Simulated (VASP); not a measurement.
# SiC (Fm-3m) in VASP: elastic constants with LDA

Aim: the elastic constants of SiC with LDA.

Everything below comes from runs of VASP 6.6.1. Logs are shortened: lines on timing, memory, paths and dates and some standing lists are left out, and cuts for length are marked.

**1. The cell of the first run**

Symmetry: Fm-3m, No. 225, cubic system. The conventional cell has a = 4.129 Å, b = 4.129 Å, c = 4.129 Å, α = 90.00°, β = 90.00°, γ = 90.00°. Within 2.7 Å of C (site symmetry m-3m) lie 6 Si at 2.06 Å. Si (site symmetry m-3m) has 6 C at 2.06 Å within 2.7 Å.

**2. Elastic constants, LDA**

Contents of INCAR:

```
PREC = Accurate
ENCUT = 600
EDIFF = 1E-8
ISMEAR = -1
SIGMA = 0.15
LREAL = F
LASPH = T
NELM = 80
ALGO = Normal
ISIF = 3
LWAVE = F
LCHARG = F
IBRION = 6
NFREE = 2
POTIM = 0.015
NSW = 1
```

Contents of KPOINTS:

```
Automatic mesh
0
Gamma
  18 18 18
```

Contents of POSCAR:

```
SiC
1.0
    0.0000000000      2.0645000000      2.0645000000
    2.0645000000      0.0000000000      2.0645000000
    2.0645000000      2.0645000000      0.0000000000
C Si
1 1
Direct
    0.0000000000      0.0000000000      0.0000000000
    0.5000000000      0.5000000000      0.5000000000
```

Potentials or basis: VASP PAW LDA potentials, release 64 (C, Si).

Launch:

```console
$ cat potpaw_LDA.64/C/POTCAR potpaw_LDA.64/Si/POTCAR > POTCAR
$ mpirun -np 1 vasp_std > vasp.out
```

OUTCAR:

```text
PREC = Accurate
   ENCUT = 600
   EDIFF = 1E-8
   ISMEAR = -1
   LREAL = F
   LASPH = T
   NELM = 80
   ISIF = 3
   IBRION = 6
   NFREE = 2
   POTIM = 0.015
   NSW = 1

 ion  position               nearest neighbor table
   1  0.000  0.000  0.000-   2 2.06   2 2.06   2 2.06   2 2.06   2 2.06   2 2.06
   2  0.500  0.500  0.500-   1 2.06   1 2.06   1 2.06   1 2.06   1 2.06   1 2.06

  LATTYP: Found a face centered cubic cell.
 ALAT       =     4.1290000000

  Lattice vectors:

 A1 = (   0.0000000000,   2.0645000000,   2.0645000000)
 A2 = (   2.0645000000,   0.0000000000,   2.0645000000)
 A3 = (   2.0645000000,   2.0645000000,   0.0000000000)

Analysis of symmetry for initial positions (statically):
=====================================================================
 Subroutine PRICEL returns:
 Original cell was already a primitive cell.

 Routine SETGRP: Setting up the symmetry group for a
 face centered cubic supercell.

 Subroutine GETGRP returns: Found 48 space group operations
 (whereof 48 operations were pure point group operations)
 out of a pool of 48 trial point group operations.

The static configuration has the point symmetry O_h .

Analysis of symmetry for dynamics (positions and initial velocities):
=====================================================================
 Subroutine PRICEL returns:
 Original cell was already a primitive cell.

 Routine SETGRP: Setting up the symmetry group for a
 face centered cubic supercell.

 Subroutine GETGRP returns: Found 48 space group operations
 (whereof 48 operations were pure point group operations)
 out of a pool of 48 trial point group operations.

The dynamic configuration has the point symmetry O_h .

 Subroutine INISYM returns: Found 48 space group operations
 (whereof 48 operations are pure point group operations),
 and found     1 'primitive' translations

[... 595 lines left out ...]
  band No.  band energies     occupation
      1      -4.7939      2.00000
      2       6.5322      2.00000
      3      10.2257      1.99938
      4      11.2852      1.46953
      5      18.0188      0.00000
      6      18.1099      0.00000
      7      18.6575      0.00000
      8      21.0707      0.00000

 [... further k-points ...]

------------------------ aborting loop because EDIFF is reached ----------------------------------------

  FORCE on cell =-STRESS in cart. coord.  units (eV):
  Direction    XX          YY          ZZ          XY          YZ          ZX
  --------------------------------------------------------------------------------------
  -------------------------------------------------------------------------------------
  Total       -2.0724090     -2.0868618     -2.0868618      0.0000000      0.0000000     -0.0000000
  in kB     -188.6737105   -189.9895048   -189.9895048      0.0000000      0.0000000     -0.0000000
  external PRESSURE =    -189.5509067 kB  Pullay stress =       0.0000000 kB
[... 17 lines left out ...]
  FREE ENERGIE OF THE ION-ELECTRON SYSTEM (eV)
  ---------------------------------------------------
  free  energy   TOTEN  =       -15.2209709466 eV

  energy  without entropy=      -15.1947257762  energy(sigma->0) =      -15.20784836

 INTERNAL STRAIN TENSORS FROM STRAINED CELLS
 ============================================

 INTERNAL STRAIN TENSOR FOR ION    1 for displacements in x,y,z  (eV/Angst):
          X           Y           Z          XY          YZ          ZX
  --------------------------------------------------------------------------------
  x     0.00000    -0.00000    -0.00000     0.00000    -0.00000    -0.00000
  y     0.00000     0.00000     0.00000    -0.00000     0.00000     0.00000
  z    -0.00000     0.00000    -0.00000     0.00000    -0.00000     0.00000

 INTERNAL STRAIN TENSORS FROM DISPLACED ATOMS
 ============================================

 INTERNAL STRAIN TENSOR FOR ION    1 for displacements in x,y,z  (eV/Angst):
          X           Y           Z          XY          YZ          ZX
  --------------------------------------------------------------------------------
  x     0.00000     0.00000     0.00000     0.00000     0.00000     0.00000
  y     0.00000     0.00000     0.00000     0.00000     0.00000     0.00000
  z     0.00000     0.00000     0.00000     0.00000     0.00000     0.00000

 INTERNAL STRAIN TENSOR FOR ION    2 for displacements in x,y,z  (eV/Angst):
          X           Y           Z          XY          YZ          ZX
  --------------------------------------------------------------------------------
  x     0.00000     0.00000     0.00000     0.00000     0.00000     0.00000
  y     0.00000     0.00000     0.00000     0.00000     0.00000     0.00000
  z     0.00000     0.00000     0.00000     0.00000     0.00000     0.00000

 Eigenvectors and eigenvalues of the dynamical matrix
 ----------------------------------------------------

   1 f  =    8.345913 THz    52.438920 2PiTHz  278.389702 cm-1    34.515909 meV
             X         Y         Z           dx          dy          dz
      0.000000  0.000000  0.000000     0.836894   -0.000000    0.000000
      2.064500  2.064500  2.064500    -0.547365    0.000000    0.000000
[... 21 lines left out ...]
   6 f/i=    0.000477 THz     0.002998 2PiTHz    0.015916 cm-1     0.001973 meV
             X         Y         Z           dx          dy          dz
      0.000000  0.000000  0.000000     0.353785   -0.417666    0.000000
      2.064500  2.064500  2.064500     0.540920   -0.638590    0.000000

--------------------------------------------------------------------------------------------------------

 ELASTIC MODULI CONTR FROM IONIC RELAXATION (kBar)
 Direction    XX          YY          ZZ          XY          YZ          ZX
 --------------------------------------------------------------------------------
 XX           0.0000      0.0000      0.0000      0.0000      0.0000      0.0000
 YY           0.0000      0.0000      0.0000      0.0000      0.0000      0.0000
 ZZ           0.0000      0.0000      0.0000      0.0000      0.0000      0.0000
 XY           0.0000      0.0000      0.0000      0.0000      0.0000      0.0000
 YZ           0.0000      0.0000      0.0000      0.0000      0.0000      0.0000
 ZX           0.0000      0.0000      0.0000      0.0000      0.0000      0.0000
 --------------------------------------------------------------------------------

 TOTAL ELASTIC MODULI (kBar)
 Direction    XX          YY          ZZ          XY          YZ          ZX
 --------------------------------------------------------------------------------
 XX        2807.6816   1529.1518   1529.1518      0.0000      0.0000     -0.0000
 YY        1529.1518   2807.6816   1529.1518      0.0000      0.0000     -0.0000
 ZZ        1529.1518   1529.1518   2807.6816      0.0000      0.0000     -0.0000
 XY           0.0000      0.0000      0.0000   2711.0181     -0.0000      0.0000
 YZ           0.0000      0.0000      0.0000     -0.0000   2711.0181     -0.0000
 ZX          -0.0000     -0.0000     -0.0000      0.0000     -0.0000   2711.0181
 --------------------------------------------------------------------------------
```

OSZICAR:

```text
N       E                     dE             d eps       ncg     rms          rms(c)
DAV:   1     0.366256424142E+01    0.36626E+01   -0.46712E+03  3128   0.104E+03
DAV:   2    -0.162987155648E+02   -0.19961E+02   -0.19132E+02  4472   0.103E+02
DAV:   3    -0.166308369475E+02   -0.33212E+00   -0.33051E+00  3872   0.157E+01
[... 161 lines left out ...]
DAV:   2    -0.152210531776E+02    0.13263E-03   -0.27082E-03 14016   0.515E-01    0.776E-02
DAV:   3    -0.152209685283E+02    0.84649E-04   -0.45285E-04 10016   0.149E-01    0.147E-02
DAV:   4    -0.152209705912E+02   -0.20629E-05   -0.23566E-05  9968   0.478E-02    0.126E-02
DAV:   5    -0.152209709484E+02   -0.35715E-06   -0.35270E-07 11920   0.625E-03    0.156E-03
DAV:   6    -0.152209709466E+02    0.18119E-08   -0.11186E-08  9144   0.958E-04
  17 F= -.15220971E+02 E0= -.15207848E+02  d E =-.262452E-01
```

Wall time 33 min (1 thread of Oxide Virtual Turin-like, shared host); peak memory 0.5 GiB.

What came out:

```yaml
Elastic_constants_C11_C12_C44: 281, 153, 271 GPa
Voigt_bulk_modulus: 196 GPa
Highest_phonon_frequency_at_Γ_LO-TO_splitting_left_out: 278 cm⁻¹
```

Phonon frequencies in cm⁻¹ (negative: imaginary):
```
              q point        frequencies
(0.000, 0.000, 0.000)  0 0 0 278 278 278
```

Elastic tensor in Voigt notation (GPa, in the Cartesian axes of the cell as first typed):
```
281 153 153   0   0   0
153 281 153   0   0   0
153 153 281   0   0   0
  0   0   0 271   0   0
  0   0   0   0 271   0
  0   0   0   0   0 271
```

Clamped-ion elastic tensor (GPa):
```
281 153 153   0   0   0
153 281 153   0   0   0
153 153 281   0   0   0
  0   0   0 271   0   0
  0   0   0   0 271   0
  0   0   0   0   0 271
```

Caveat: the cell is under stress, which shifts elastic constants.
